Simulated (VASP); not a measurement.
# MnS (Fm-3m) in VASP: single point with LDA

Aim: the single point of MnS with LDA.

Program: VASP 6.6.1. These are calculated values, not measurements. Logs are shortened: lines on timing, memory, paths and dates and some standing lists are left out, and cuts for length are marked.

**1. The cell of the first run**

The structure is cubic, space group Fm-3m (No. 225). Conventional cell: a = 5.224 Å, b = 5.224 Å, c = 5.224 Å, α = 90.00°, β = 90.00°, γ = 90.00°. Within 3.4 Å of Mn (site symmetry m-3m) lie 6 S at 2.61 Å. S (site symmetry m-3m) has 6 Mn at 2.61 Å within 3.4 Å.

**2. Single point, LDA, non-collinear spin, twin_end start, spin-orbit coupling**

Contents of INCAR:

```
PREC     = Accurate       # precision mode
ENCUT    = 680            # plane-wave cutoff, eV
EDIFF    = 1E-6           # SCF threshold, eV
ISMEAR   = 0              # smearing method
SIGMA    = 0.05           # smearing width, eV
LREAL    = F              # projectors in reciprocal space
LASPH    = T              # aspherical terms in the spheres
NELM     = 200            # most SCF steps
ALGO     = Normal         # electronic algorithm
ISIF     = 2              # what is computed and relaxed
LWAVE    = F              # write WAVECAR
LCHARG   = F              # write CHGCAR
MAGMOM   = 0 0 4.27 0 0 0.22 # initial moments
LORBIT   = 11             # projections on sites
LSORBIT  = T              # spin-orbit coupling
GGA_COMPAT= F            
LORBMOM  = T            
LMAXMIX  = 4              # l up to which the mixer works
GGA      = CA             # functional
NBANDS   = 33             # bands
```

Contents of KPOINTS:

```
Automatic mesh
0
Gamma
  6 6 6
```

Contents of POSCAR:

```
MnS
1.0
    0.0000000000      2.6122498900      2.6122498900
    2.6122498900      0.0000000000      2.6122498900
    2.6122498900      2.6122498900      0.0000000000
Mn S
1 1
Direct
    0.0000000000      0.0000000000      0.0000000000
    0.5000000000      0.5000000000      0.5000000000
```

Potentials or basis: VASP PAW LDA potentials, release 64 (Mn_sv, S).

Command:

```bash
$ cat potpaw_LDA.64/Mn_sv/POTCAR potpaw_LDA.64/S/POTCAR > POTCAR
$ mpirun -np 1 vasp_ncl > vasp.out
```

OUTCAR:

```text
PREC = Accurate
   ENCUT = 680
   EDIFF = 1E-6
   ISMEAR = 0
   LREAL = F
   LASPH = T
   NELM = 200
   ISIF = 2
   LORBIT = 11
   LSORBIT = T
   GGA = CA

 ion  position               nearest neighbor table
   1  0.000  0.000  0.000-   2 2.61   2 2.61   2 2.61   2 2.61   2 2.61   2 2.61
   2  0.500  0.500  0.500-   1 2.61   1 2.61   1 2.61   1 2.61   1 2.61   1 2.61

  LATTYP: Found a face centered cubic cell.
 ALAT       =     5.2244997800

  Lattice vectors:

 A1 = (   0.0000000000,   2.6122498900,   2.6122498900)
 A2 = (   2.6122498900,   0.0000000000,   2.6122498900)
 A3 = (   2.6122498900,   2.6122498900,   0.0000000000)

Analysis of symmetry for initial positions (statically):
=====================================================================
 Subroutine PRICEL returns:
 Original cell was already a primitive cell.

 Routine SETGRP: Setting up the symmetry group for a
 face centered cubic supercell.

 Subroutine GETGRP returns: Found 48 space group operations
 (whereof 48 operations were pure point group operations)
 out of a pool of 48 trial point group operations.

The static configuration has the point symmetry O_h .

Analysis of symmetry for dynamics (positions and initial velocities):
=====================================================================
 Subroutine PRICEL returns:
 Original cell was already a primitive cell.

 Routine SETGRP: Setting up the symmetry group for a
 face centered cubic supercell.

 Subroutine GETGRP returns: Found 48 space group operations
 (whereof 48 operations were pure point group operations)
 out of a pool of 48 trial point group operations.

The dynamic configuration has the point symmetry O_h .

Analysis of structural, dynamic, and magnetic symmetry:
=====================================================================
 Subroutine PRICEL returns:
 Original cell was already a primitive cell.

 Routine SETGRP: Setting up the symmetry group for a
 face centered cubic supercell.

 Subroutine GETGRP returns: Found  8 space group operations
 (whereof  8 operations were pure point group operations)
 out of a pool of 48 trial point group operations.

The overall configuration has the point symmetry C_4h.

 Subroutine INISYM returns: Found  8 space group operations
 (whereof  8 operations are pure point group operations),
 and found     1 'primitive' translations

----------------------------------------------------------------------------------------

                                     Primitive cell

  volume of cell :      35.6512

  direct lattice vectors                    reciprocal lattice vectors
     0.000000000  2.612249890  2.612249890    -0.191405884  0.191405884  0.191405884
     2.612249890  0.000000000  2.612249890     0.191405884 -0.191405884  0.191405884
     2.612249890  2.612249890  0.000000000     0.191405884  0.191405884 -0.191405884

  length of vectors
     3.694279223  3.694279223  3.694279223     0.331524716  0.331524716  0.331524716

  position of ions in fractional coordinates (direct lattice)
     0.000000000  0.000000000  0.000000000
     0.500000000  0.500000000  0.500000000

  ion indices of the primitive-cell ions
   primitive index   ion index
                 1           1
                 2           2

----------------------------------------------------------------------------------------

 KPOINTS: Automatic mesh

Automatic generation of k-mesh.
 Grid dimensions read from file:
 generate k-points for:    6    6    6

 Generating k-lattice:

  Cartesian coordinates                     Fractional coordinates (reciprocal lattice)
    -0.031900981  0.031900981  0.031900981     0.166666667  0.000000000  0.000000000
     0.031900981 -0.031900981  0.031900981     0.000000000  0.166666667  0.000000000
     0.031900981  0.031900981 -0.031900981     0.000000000  0.000000000  0.166666667

  Length of vectors
     0.055254119  0.055254119  0.055254119

  Shift w.r.t. Gamma in fractional coordinates (k-lattice)
     0.000000000  0.000000000  0.000000000

 Subroutine IBZKPT returns following result:
 ===========================================

 Found     36 irreducible k-points:

 Following reciprocal coordinates:
            Coordinates               Weight
  0.000000  0.000000  0.000000      1.000000
  0.166667  0.000000  0.000000      8.000000
[... 54 lines left out ...]
   EMIN   =  10.00;   EMAX   =-10.00  energy-range for DOS
   EFERMI =   0.00;   METHOD = LEGACY
   ISMEAR =     0;   SIGMA  =   0.05  broadening in eV -4-tet -1-fermi 0-gaus
   EFERMI_NEDOS =   21; number of points for ismear=-14 and -15
   IALGO  =     38    algorithm
   IMIX   =      4    mixing-type and parameters
     AMIX     =   0.40;   BMIX     =  1.00
     AMIX_MAG =   1.60;   BMIX_MAG =  1.00
  volume/ion in A,a.u.               =      17.83       120.29
  Fermi-wavevector in a.u.,A,eV,Ry     =   1.372324  2.593316 25.623473  1.883272
  Thomas-Fermi vector in A             =   2.497941
   LORBIT       =     11    0 simple, 1 ext, 2 COOP (PROOUT), +10 PAW based schemes
   GGA     = CA    functional components
   LHFCALC =     F    Hartree Fock is set to
   AEXX    =    0.0000 exact exchange contribution
   IVDW    =     0    specifies the selected vdW correction
   LEPSILON=     F    determine dielectric tensor
   LRPA    =     F    only Hartree local field effects (RPA)
 Gauss-broadening in eV      SIGMA  =   0.05
  energy-cutoff  :      680.00
  volume of cell :       35.65
 maximum number of plane-waves:      2918
   NGX = 15   NGY = 15   NGZ = 15

 number of electron      20.9999993 magnetization      -0.0000000      0.0000000      4.4563585

 number of electron      20.9999993 magnetization       0.0000000      0.0000000      4.4554159

 number of electron      20.9999993 magnetization      -0.0000000     -0.0000000      4.4563383

 Free energy of the ion-electron system (eV)
  ---------------------------------------------------
  ext. energy  EPLUGINS =         0.00000000
  ---------------------------------------------------
  free energy    TOTEN  =       -15.03091188 eV

  energy without entropy =      -15.02928153  energy(sigma->0) =      -15.03009670

 E-fermi :   7.2875     XC(G=0): -10.9826

 val. band max:        7.2582856318   @ k =   0.0000   0.3333   0.1667
 cond. band min:       7.3201333856   @ k =   0.0000   0.0000   0.0000
 fundamental gap:      0.0618477539
 Fermi energy:         7.2875182137

 k-point     1 :       0.0000    0.0000    0.0000
  band No.  band energies     occupation
      1     -73.3836      1.00000
      2     -69.3016      1.00000
      3     -43.1079      1.00000
      4     -42.7054      1.00000
      5     -42.1888      1.00000
      6     -38.9576      1.00000
[... 853 lines left out ...]
     32      15.1124      0.00000
     33      15.3994      0.00000

 [... further k-points ...]

------------------------ aborting loop because EDIFF is reached ----------------------------------------

  FORCE on cell =-STRESS in cart. coord.  units (eV):
  Direction    XX          YY          ZZ          XY          YZ          ZX
  --------------------------------------------------------------------------------------
  -------------------------------------------------------------------------------------
  Total       -3.0424529     -3.0424529     -3.0408554      0.0000000      0.0000000      0.0000000
  in kB     -136.7288929   -136.7288929   -136.6570984      0.0000020      0.0000000      0.0000000
  external PRESSURE =    -136.7049614 kB  Pullay stress =       0.0000000 kB

 VOLUME and BASIS-vectors are now :
 -----------------------------------------------------------------------------
  energy-cutoff  :      680.00
  volume of cell :       35.65
      direct lattice vectors                 reciprocal lattice vectors
     0.000000000  2.612249890  2.612249890    -0.191405884  0.191405884  0.191405884
     2.612249890  0.000000000  2.612249890     0.191405884 -0.191405884  0.191405884
     2.612249890  2.612249890  0.000000000     0.191405884  0.191405884 -0.191405884

 POSITION                                       TOTAL-FORCE (eV/Angst)
 -----------------------------------------------------------------------------------
      0.00000      0.00000      0.00000         0.000000     -0.000000     -0.000000
      2.61225      2.61225      2.61225        -0.000000      0.000000      0.000000
 -----------------------------------------------------------------------------------
    total drift:                                0.000000     -0.000000     -0.000000

  FREE ENERGIE OF THE ION-ELECTRON SYSTEM (eV)
  ---------------------------------------------------
  free  energy   TOTEN  =       -15.0309118755 eV

  energy  without entropy=      -15.0292815274  energy(sigma->0) =      -15.03009670

 orbital moment (x)

 # of ion     p       d       tot
 ----------------------------------------
  1        -0.000   0.000   0.000
  2        -0.000   0.000  -0.000
 ----------------------------------------
           -0.000   0.000   0.000

 orbital moment (y)

 # of ion     p       d       tot
 ----------------------------------------
  1        -0.000  -0.000  -0.000
  2        -0.000   0.000  -0.000
 ----------------------------------------
           -0.000  -0.000  -0.000

 orbital moment (z)

 # of ion     p       d       tot
 ----------------------------------------
  1        -0.000   0.014   0.013
  2         0.000   0.000   0.000
 ----------------------------------------
           -0.000   0.014   0.014

 Spin-Orbit-Coupling matrix elements

 Ion:    1  E_soc:     -0.0487672
 l=   1
     0.0000000    -0.0069490    -0.0069462
    -0.0069490     0.0000000    -0.0069490
    -0.0069462    -0.0069490     0.0000000
 l=   2
     0.0000000    -0.0003084     0.0000000    -0.0003084    -0.0003721
    -0.0003084     0.0000000    -0.0009233    -0.0000930    -0.0003055
     0.0000000    -0.0009233     0.0000000    -0.0009233     0.0000000
    -0.0003084    -0.0000930    -0.0009233     0.0000000    -0.0003055
    -0.0003721    -0.0003055     0.0000000    -0.0003055     0.0000000
 l=   3
     0.0000000     0.0000000     0.0000000     0.0000000     0.0000000     0.0000000     0.0000000
     0.0000000     0.0000000     0.0000000     0.0000000     0.0000000     0.0000000     0.0000000
     0.0000000     0.0000000     0.0000000     0.0000000     0.0000000     0.0000000     0.0000000
     0.0000000     0.0000000     0.0000000     0.0000000     0.0000000     0.0000000     0.0000000
     0.0000000     0.0000000     0.0000000     0.0000000     0.0000000     0.0000000     0.0000000
     0.0000000     0.0000000     0.0000000     0.0000000     0.0000000     0.0000000     0.0000000
     0.0000000     0.0000000     0.0000000     0.0000000     0.0000000     0.0000000     0.0000000

 Ion:    2  E_soc:     -0.0018009
 l=   1
     0.0000000    -0.0002862    -0.0003281
    -0.0002862     0.0000000    -0.0002862
    -0.0003281    -0.0002862     0.0000000
 l=   2
     0.0000000     0.0000000     0.0000000     0.0000000     0.0000000
     0.0000000     0.0000000     0.0000000     0.0000000     0.0000000
     0.0000000     0.0000000     0.0000000     0.0000000     0.0000000
     0.0000000     0.0000000     0.0000000     0.0000000     0.0000000
     0.0000000     0.0000000     0.0000000     0.0000000     0.0000000
 l=   3
     0.0000000     0.0000000     0.0000000     0.0000000     0.0000000     0.0000000     0.0000000
     0.0000000     0.0000000     0.0000000     0.0000000     0.0000000     0.0000000     0.0000000
     0.0000000     0.0000000     0.0000000     0.0000000     0.0000000     0.0000000     0.0000000
     0.0000000     0.0000000     0.0000000     0.0000000     0.0000000     0.0000000     0.0000000
     0.0000000     0.0000000     0.0000000     0.0000000     0.0000000     0.0000000     0.0000000
     0.0000000     0.0000000     0.0000000     0.0000000     0.0000000     0.0000000     0.0000000
     0.0000000     0.0000000     0.0000000     0.0000000     0.0000000     0.0000000     0.0000000

 total charge

# of ion       s       p       d       tot
------------------------------------------
    1        2.127   6.005   4.669  12.801
    2        1.331   2.347   0.000   3.678
--------------------------------------------------
tot          3.458   8.352   4.669  16.478

 magnetization (x)

# of ion       s       p       d       tot
------------------------------------------
    1        0.000   0.000   0.000   0.000
    2        0.000   0.000   0.000   0.000
--------------------------------------------------
tot          0.000   0.000   0.000   0.000

 magnetization (y)

# of ion       s       p       d       tot
------------------------------------------
    1        0.000   0.000   0.000   0.000
    2        0.000   0.000   0.000   0.000
--------------------------------------------------
tot          0.000   0.000   0.000   0.000

 magnetization (z)

# of ion       s       p       d       tot
------------------------------------------
    1        0.031   0.016   3.809   3.856
    2        0.024   0.052   0.000   0.076
--------------------------------------------------
tot          0.055   0.068   3.809   3.932
```

Wall time 2.5 min (1 thread of Intel Xeon Platinum 8259CL at 2.50GHz (Skylake/Cascade Lake), shared host); peak memory 0.29 GiB.

Results:

```yaml
Free_energy: -15.0309 eV
Pressure: -13.7 GPa
Net_moment: 4.46 μB per cell
Valence_electrons_inside_the_program's_atomic_spheres: Mn 12.80; S 3.68
```

Moments on the atoms (μB; x, y, z):
```
Mn  0.00 0.00 3.86
S   0.00 0.00 0.08
```

Caveat: the cell stands under tension; a cell with one magnetic atom can't hold antiferromagnetic order, which such compounds often take.
